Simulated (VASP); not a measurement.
# Pt (Fm-3m) in VASP: notebook

Runs on Pt. Level: PBE. Tasks: relaxation of cell and atoms, single point.

All numbers are computed with VASP 6.6.1; they aren't measurements. Logs are shortened: lines on timing, memory, paths and dates and some standing lists are left out, and cuts for length are marked.

### 1 The cell of the first run

Symmetry: Fm-3m, No. 225, cubic system. The conventional cell has a = 3.967 Å, b = 3.967 Å, c = 3.967 Å, α = 90.00°, β = 90.00°, γ = 90.00°. Pt (site symmetry m-3m) has 12 Pt at 2.81 Å within 3.7 Å.

### 2 Relaxation of cell and atoms, PBE

INCAR reads:

```
SYSTEM = Pt
ALGO = Normal
EDIFF = 1E-7
EDIFFG = -0.005
ENCUT = 600
GGA = PE
IBRION = 2
ISIF = 3
ISMEAR = 0
LASPH = .TRUE.
LCHARG = .FALSE.
LREAL = .FALSE.
LWAVE = .FALSE.
NELM = 80
NSW = 100
PREC = Accurate
SIGMA = 0.1
```

KPOINTS reads:

```
k-points
0
G
  18 18 18
  0 0 0
```

POSCAR reads:

```
Pt
1.0
    0.0000000000      1.9836410159      1.9836410159
    1.9836410159      0.0000000000      1.9836410159
    1.9836410159      1.9836410159      0.0000000000
Pt
1
Direct
    0.0000000000      0.0000000000      0.0000000000
```

Potentials or basis: VASP PAW PBE potentials, release 64 (Pt).

Launch:

```sh
$ cat potpaw_PBE.64/Pt/POTCAR > POTCAR
$ mpirun -np 1 vasp_std > vasp.out
```

OUTCAR:

```text
SYSTEM = Pt
   EDIFF = 1E-7
   EDIFFG = -0.005
   ENCUT = 600
   GGA = PE
   IBRION = 2
   ISIF = 3
   ISMEAR = 0
   LASPH = .TRUE.
   LREAL = .FALSE.
   NELM = 80
   NSW = 100
   PREC = Accurate

 ion  position               nearest neighbor table
   1  0.000  0.000  0.000-

  LATTYP: Found a face centered cubic cell.
 ALAT       =     3.9672820318

  Lattice vectors:

 A1 = (   0.0000000000,   1.9836410159,   1.9836410159)
 A2 = (   1.9836410159,   0.0000000000,   1.9836410159)
 A3 = (   1.9836410159,   1.9836410159,   0.0000000000)

Analysis of symmetry for initial positions (statically):
=====================================================================
 Subroutine PRICEL returns:
 Original cell was already a primitive cell.

 Routine SETGRP: Setting up the symmetry group for a
 face centered cubic supercell.

 Subroutine GETGRP returns: Found 48 space group operations
 (whereof 48 operations were pure point group operations)
 out of a pool of 48 trial point group operations.

The static configuration has the point symmetry O_h .

Analysis of symmetry for dynamics (positions and initial velocities):
=====================================================================
 Subroutine PRICEL returns:
 Original cell was already a primitive cell.

 Routine SETGRP: Setting up the symmetry group for a
 face centered cubic supercell.

 Subroutine GETGRP returns: Found 48 space group operations
 (whereof 48 operations were pure point group operations)
 out of a pool of 48 trial point group operations.

The dynamic configuration has the point symmetry O_h .

 Subroutine INISYM returns: Found 48 space group operations
 (whereof 48 operations are pure point group operations),
 and found     1 'primitive' translations

----------------------------------------------------------------------------------------

                                     Primitive cell

  volume of cell :      15.6106

  direct lattice vectors                    reciprocal lattice vectors
     0.000000000  1.983641016  1.983641016    -0.252061737  0.252061737  0.252061737
     1.983641016  0.000000000  1.983641016     0.252061737 -0.252061737  0.252061737
[... 88 lines left out ...]
   NFREE  =      1    steps in history (QN), initial steepest desc. (CG)
   ISIF   =      3    stress and relaxation
   ISYM   =      2    0-nonsym 1-usesym 2-fastsym
   POTIM  = 0.5000    time-step for ionic-motion
   TEBEG  =    0.0;   TEEND  =   0.0 temperature during run
   PSTRESS=    0.0 pullay stress
   NELECT =      10.0000    total number of electrons
   NUPDOWN=      -1.0000    fix difference up-down
   EMIN   =  10.00;   EMAX   =-10.00  energy-range for DOS
   EFERMI =   0.00;   METHOD = LEGACY
   ISMEAR =     0;   SIGMA  =   0.10  broadening in eV -4-tet -1-fermi 0-gaus
   EFERMI_NEDOS =   21; number of points for ismear=-14 and -15
   IALGO  =     38    algorithm
   IMIX   =      4    mixing-type and parameters
     AMIX     =   0.40;   BMIX     =  1.00
     AMIX_MAG =   1.60;   BMIX_MAG =  1.00
  volume/ion in A,a.u.               =      15.61       105.35
  Fermi-wavevector in a.u.,A,eV,Ry     =   1.411243  2.666862 27.097450  1.991606
  Thomas-Fermi vector in A             =   2.533114
   LORBIT       =      0    0 simple, 1 ext, 2 COOP (PROOUT), +10 PAW based schemes
   GGA     = PE    functional components
   LHFCALC =     F    Hartree Fock is set to
   AEXX    =    0.0000 exact exchange contribution
   IVDW    =     0    specifies the selected vdW correction
   LEPSILON=     F    determine dielectric tensor
   LRPA    =     F    only Hartree local field effects (RPA)
 conjugate gradient relaxation of ions
 non-spin polarized calculation
 Gauss-broadening in eV      SIGMA  =   0.10
  energy-cutoff  :      600.00
  volume of cell :       15.61
 maximum number of plane-waves:       544
   NGX = 11   NGY = 11   NGZ = 11

--------------------------------------- Ionic step        1  -------------------------------------------

 number of electron      10.0000002 magnetization

 Free energy of the ion-electron system (eV)
  ---------------------------------------------------
  ext. energy  EPLUGINS =         0.00000000
  ---------------------------------------------------
  free energy    TOTEN  =        -6.10024047 eV

  energy without entropy =       -6.08900164  energy(sigma->0) =       -6.09462105

------------------------ aborting loop because EDIFF is reached ----------------------------------------

  FORCE on cell =-STRESS in cart. coord.  units (eV):
  Direction    XX          YY          ZZ          XY          YZ          ZX
  --------------------------------------------------------------------------------------
  -------------------------------------------------------------------------------------
  Total        0.0120451      0.0120451      0.0120451      0.0000000      0.0000000      0.0000000
  in kB        1.2362402      1.2362402      1.2362402      0.0000000      0.0000000      0.0000000
  external PRESSURE =       1.2362402 kB  Pullay stress =       0.0000000 kB
[... 57 lines left out ...]
--------------------------------------- Ionic step        3  -------------------------------------------

 number of electron      10.0000002 magnetization

 Free energy of the ion-electron system (eV)
  ---------------------------------------------------
  ext. energy  EPLUGINS =         0.00000000
  ---------------------------------------------------
  free energy    TOTEN  =        -6.10024282 eV

  energy without entropy =       -6.08899676  energy(sigma->0) =       -6.09461979

 E-fermi :  10.6050     XC(G=0): -13.2816

 val. band max:       10.6046602883   @ k =  -0.3333   0.3889   0.1111
 cond. band min:      10.6157944756   @ k =   0.4444   0.1111   0.0000
 fundamental gap:      0.0111341873
 Fermi energy:        10.6049542723

 k-point     1 :       0.0000    0.0000    0.0000
  band No.  band energies     occupation
      1       0.7766      2.00000
      2       7.0250      2.00000
      3       7.0250      2.00000
      4       7.0250      2.00000
      5       9.0586      2.00000
      6       9.0586      2.00000
      7      25.3367      0.00000
      8      30.1057      0.00000
      9      30.1057      0.00000
[... 265 lines left out ...]
 k-point    24 :      -0.2222    0.0556    0.0000
  band No.  band energies     occupation
      1       2.7661      2.00000
      2       6.5630      2.00000
      3       7.3983      2.00000
      4       7.4619      2.00000
      5       8.8824      2.00000
      6       9.5228      2.00000
      7      24.0941      0.00000
      8      27.0766      0.00000
      9      31.3050      0.00000

 [... further k-points ...]
[... 5 lines left out ...]
  --------------------------------------------------------------------------------------
  -------------------------------------------------------------------------------------
  Total        0.0011526      0.0011526      0.0011526      0.0000000     -0.0000000     -0.0000000
  in kB        0.1182413      0.1182413      0.1182413      0.0000000     -0.0000000     -0.0000000
  external PRESSURE =       0.1182413 kB  Pullay stress =       0.0000000 kB
[... 16 lines left out ...]
  FREE ENERGIE OF THE ION-ELECTRON SYSTEM (eV)
  ---------------------------------------------------
  free  energy   TOTEN  =        -6.1002428167 eV

  energy  without entropy=       -6.0889967639  energy(sigma->0) =       -6.09461979

 reached required accuracy - stopping structural energy minimisation
```

It took 59 s on 1 thread of AMD EPYC 7R43 (Zen 3), shared host; peak memory 0.14 GiB.

Results:

* Free energy: -6.1002 eV
* Relaxed volume: 15.62 Å³/atom
* Relaxed cell: a = 2.806 Å, b = 2.806 Å, c = 2.806 Å, α = 60.00°, β = 60.00°, γ = 60.00°
* Space group after relaxing (to 0.05 Å): Fm-3m (No. 225)
* Energy gained by relaxing: 0.0 meV/atom
* Ionic steps: 3
* Pressure after relaxing: 0.0 GPa
* Band gap on the k mesh: zero (band 5 reaches 11.06 eV, above the bottom of band 6 at 8.96 eV)

Final structure:
```xyz
1
Lattice="0.0000 1.9839 1.9839 1.9839 0.0000 1.9839 1.9839 1.9839 0.0000" Properties=species:S:1:pos:R:3 pbc="T T T"
Pt    0.0000    0.0000    0.0000
```

Levels at points of the mesh, in eV from the Fermi level:
```
           k point  band 1  band 2  band 3  band 4  band 5  band 6  band 7  band 8  band 9
(0.00, 0.00, 0.00)   -9.83   -3.58   -3.58   -3.58   -1.55   -1.55   14.73   19.50   19.50
(0.50, 0.00, 0.00)   -6.97   -3.64   -3.64   -0.33    0.03    0.03    5.58   14.29   18.74
(0.50, 0.50, 0.00)   -6.70   -6.26    0.00    0.45    0.45    1.85    8.51   11.28   11.28
```

Caveat: spin-orbit coupling is left out, which moves the levels of the heavy elements.

### 3 Single point, PBE (volume scaled by 0.94)

INCAR reads:

```
PREC = Accurate ; ENCUT = 520
EDIFF = 1E-7 ; ISMEAR = 0
SIGMA = 0.1 ; LREAL = False
LASPH = True ; NELM = 60
ALGO = Fast ; ISIF = 2
LWAVE = False ; LCHARG = False
GGA = PE ; NBANDS = 11
```

KPOINTS reads:

```
regular mesh
0
Gamma
  18 18 18
```

POSCAR reads:

```
Pt
1.0
    0.0000000000      1.9445342422      1.9445342422
    1.9445342422      0.0000000000      1.9445342422
    1.9445342422      1.9445342422      0.0000000000
Pt
1
Direct
    0.0000000000      0.0000000000      0.0000000000
```

Potentials or basis: VASP PAW PBE potentials, release 64 (Pt).

Launch:

```sh
$ cat potpaw_PBE.64/Pt/POTCAR > POTCAR
$ mpirun -np 1 vasp_std > vasp.out
```

It took 12 s on 1 thread of Intel Xeon 6975P-C (Granite Rapids), shared host; peak memory 0.14 GiB.

Results (log left out):

| Quantity | Value |
| --- | --- |
| Free energy | -6.0526 eV |
| Pressure | 17.6 GPa |
| Band gap on the k mesh | zero (band 5 reaches 12.28 eV, above the bottom of band 6 at 9.94 eV) |

Levels at points of the mesh, in eV from the Fermi level:
```tsv
k point	band 3	band 4	band 5	band 6	band 7	band 8
(0.00, 0.00, 0.00)	-3.95	-3.95	-1.71	-1.71	14.56	19.67
(0.50, 0.00, 0.00)	-4.02	-0.58	0.04	0.04	6.04	14.14
(0.50, 0.50, 0.00)	0.00	0.52	0.52	1.73	9.16	11.47
```

Caveat: the cell differs from its parent crystal (volume scaled by 0.94); spin-orbit coupling is left out, which moves the levels of the heavy elements.

### 4 Single point, PBE (volume scaled by 0.97)

INCAR reads:

```
SYSTEM = Pt
PREC = Accurate
ENCUT = 520
EDIFF = 1E-7
ISMEAR = 0
SIGMA = 0.1
LREAL = .FALSE.
LASPH = .TRUE.
NELM = 60
ALGO = Normal
ISIF = 2
LWAVE = .FALSE.
LCHARG = .FALSE.
GGA = PE
NBANDS = 11
```

KPOINTS reads:

```
Automatic mesh
0
G
  18 18 18
  0 0 0
```

POSCAR reads:

```
Pt
1.0
    0.0000000000      1.9650045280      1.9650045280
    1.9650045280      0.0000000000      1.9650045280
    1.9650045280      1.9650045280      0.0000000000
Pt
1
Direct
    0.0000000000      0.0000000000      0.0000000000
```

Potentials or basis: VASP PAW PBE potentials, release 64 (Pt).

Launch:

```sh
$ cat potpaw_PBE.64/Pt/POTCAR > POTCAR
$ mpirun -np 1 vasp_std > vasp.out
```

OUTCAR:

```text
SYSTEM = Pt
   PREC = Accurate
   ENCUT = 520
   EDIFF = 1E-7
   ISMEAR = 0
   LREAL = .FALSE.
   LASPH = .TRUE.
   NELM = 60
   ISIF = 2
   GGA = PE

 ion  position               nearest neighbor table
   1  0.000  0.000  0.000-

  LATTYP: Found a face centered cubic cell.
 ALAT       =     3.9300090560

  Lattice vectors:

 A1 = (   0.0000000000,   1.9650045280,   1.9650045280)
 A2 = (   1.9650045280,   0.0000000000,   1.9650045280)
 A3 = (   1.9650045280,   1.9650045280,   0.0000000000)

Analysis of symmetry for initial positions (statically):
[... 507 lines left out ...]
      5       9.3370      2.00000
      6      10.0109      2.00000
      7      24.8032      0.00000
      8      27.6800      0.00000
      9      32.1522      0.00000
     10      33.5784      0.00000
     11      34.8178      0.00000

 [... further k-points ...]
[... 5 lines left out ...]
  --------------------------------------------------------------------------------------
  -------------------------------------------------------------------------------------
  Total        0.7263511      0.7263511      0.7263511     -0.0000000      0.0000000      0.0000000
  in kB       76.6896043     76.6896043     76.6896043     -0.0000000      0.0000000      0.0000000
  external PRESSURE =      76.6896043 kB  Pullay stress =       0.0000000 kB

 VOLUME and BASIS-vectors are now :
 -----------------------------------------------------------------------------
  energy-cutoff  :      520.00
  volume of cell :       15.17
      direct lattice vectors                 reciprocal lattice vectors
     0.000000000  1.965004528  1.965004528    -0.254452340  0.254452340  0.254452340
     1.965004528  0.000000000  1.965004528     0.254452340 -0.254452340  0.254452340
     1.965004528  1.965004528  0.000000000     0.254452340  0.254452340 -0.254452340

 POSITION                                       TOTAL-FORCE (eV/Angst)
 -----------------------------------------------------------------------------------
      0.00000      0.00000      0.00000        -0.000000     -0.000000     -0.000000
 -----------------------------------------------------------------------------------
    total drift:                                0.000000      0.000000      0.000000

  FREE ENERGIE OF THE ION-ELECTRON SYSTEM (eV)
  ---------------------------------------------------
  free  energy   TOTEN  =        -6.0895221658 eV

  energy  without entropy=       -6.0787535230  energy(sigma->0) =       -6.08413784
```

It took 10 s on 1 thread of Intel Xeon 6975P-C (Granite Rapids), shared host; peak memory 0.16 GiB.

What came out:

```yaml
Free_energy: -6.0895 eV
Pressure: 7.7 GPa
Band_gap_on_the_k_mesh: zero (band 5 reaches 11.63 eV, above the bottom of band 6 at 9.42 eV)
```

Caveat: the cell differs from its parent crystal (volume scaled by 0.97); spin-orbit coupling is left out, which moves the levels of the heavy elements.

### 5 Single point, PBE (volume scaled by 1.03)

INCAR reads:

```
SYSTEM = Pt
PREC = Accurate
ENCUT = 520
EDIFF = 1E-6
ISMEAR = 0
SIGMA = 0.1
LREAL = .False.
LASPH = .True.
NELM = 60
ALGO = Normal
ISIF = 2
LWAVE = .False.
LCHARG = .False.
GGA = PE
NBANDS = 11
```

KPOINTS reads:

```
Automatic mesh
0
Gamma
  18 18 18
  0 0 0
```

POSCAR reads:

```
Pt
1.0
    0.0000000000      2.0047122874      2.0047122874
    2.0047122874      0.0000000000      2.0047122874
    2.0047122874      2.0047122874      0.0000000000
Pt
1
Direct
    0.0000000000      0.0000000000      0.0000000000
```

Launch:

```sh
$ cat potpaw_PBE.64/Pt/POTCAR > POTCAR
$ mpirun -np 1 vasp_std > vasp.out
```

Run time: 9.6 s. Hardware: 1 thread of Intel Xeon 6975P-C (Granite Rapids), shared host; peak memory 0.16 GiB.

The run converged. Its results:

```yaml
Free_energy: -6.0888 eV
Pressure: -7.2 GPa
Band_gap_on_the_k_mesh: zero (band 5 reaches 10.46 eV, above the bottom of band 6 at 8.48 eV)
```

Levels at points of the mesh, in eV from the Fermi level:
| k point | band 2 | band 3 | band 4 | band 5 | band 6 | band 7 | band 8 | band 9 |
| --- | --- | --- | --- | --- | --- | --- | --- | --- |
| (0.00, 0.00, 0.00) | -3.40 | -3.40 | -3.40 | -1.47 | -1.47 | 14.80 | 19.40 | 19.40 |
| (0.50, 0.00, 0.00) | -3.45 | -3.45 | -0.20 | 0.02 | 0.02 | 5.35 | 14.35 | 18.52 |
| (0.50, 0.50, 0.00) | -5.96 | -0.01 | 0.43 | 0.43 | 1.91 | 8.19 | 11.18 | 11.18 |

Caveat: the cell differs from its parent crystal (volume scaled by 1.03); spin-orbit coupling is left out, which moves the levels of the heavy elements.

### 6 Single point, PBE (volume scaled by 1.06)

INCAR reads:

```
SYSTEM = Pt
ALGO = Normal
EDIFF = 1E-7
ENCUT = 520
GGA = PE
ISIF = 2
ISMEAR = 0
LASPH = .TRUE.
LCHARG = .FALSE.
LREAL = .FALSE.
LWAVE = .FALSE.
NBANDS = 11
NELM = 100
PREC = Accurate
SIGMA = 0.1
```

KPOINTS reads:

```
k-points
0
G
  18 18 18
  0 0 0
```

POSCAR reads:

```
Pt
1.0
    0.0000000000      2.0239895496      2.0239895496
    2.0239895496      0.0000000000      2.0239895496
    2.0239895496      2.0239895496      0.0000000000
Pt
1
Direct
    0.0000000000      0.0000000000      0.0000000000
```

Potentials or basis: VASP PAW PBE potentials, release 64 (Pt).

Launch:

```sh
$ cat potpaw_PBE.64/Pt/POTCAR > POTCAR
$ mpirun -np 1 vasp_std > vasp.out
```

Run time: 12 s. Hardware: 1 thread of Intel Xeon 6975P-C (Granite Rapids), shared host; peak memory 0.16 GiB.

It converged, with:

```yaml
Free_energy: -6.0598 eV
Pressure: -12.7 GPa
Band_gap_on_the_k_mesh: zero (band 5 reaches 9.93 eV, above the bottom of band 6 at 8.05 eV)
```

Levels at points of the mesh, in eV from the Fermi level:
```
           k point  band 3  band 4  band 5  band 6  band 7  band 8
(0.00, 0.00, 0.00)   -3.24   -3.24   -1.40   -1.40   14.86   19.29
(0.50, 0.00, 0.00)   -3.29   -0.09    0.02    0.02    5.15   14.40
(0.50, 0.50, 0.00)   -0.01    0.40    0.40    1.97    7.90   11.09
```

Caveat: the cell differs from its parent crystal (volume scaled by 1.06); spin-orbit coupling is left out, which moves the levels of the heavy elements.

### 7 Overview

```csv
task,cell,cutoff (eV),gap on the mesh (eV),pressure (GPa)
relaxation of cell and atoms,"relaxed from a = 2.805 Å, angles 60.0°, 1 atom",600,none,0.0
single point,"a = 2.750 Å, angles 60.0°, 1 atom",520,none,17.6
single point,"a = 2.779 Å, angles 60.0°, 1 atom",520,none,7.7
single point,"a = 2.835 Å, angles 60.0°, 1 atom",520,none,-7.2
single point,"a = 2.862 Å, angles 60.0°, 1 atom",520,none,-12.7
```

Alike in all rows: level PBE; potentials or basis VASP PAW PBE potentials, release 64 (Pt); no spin polarisation; k mesh 18 × 18 × 18; smearing gaussian 0.1 eV.

Caveats: spin-orbit coupling is left out, which moves the levels of the heavy elements.

Total energies depend on the potentials used, so only differences within one code and one set of settings carry meaning.
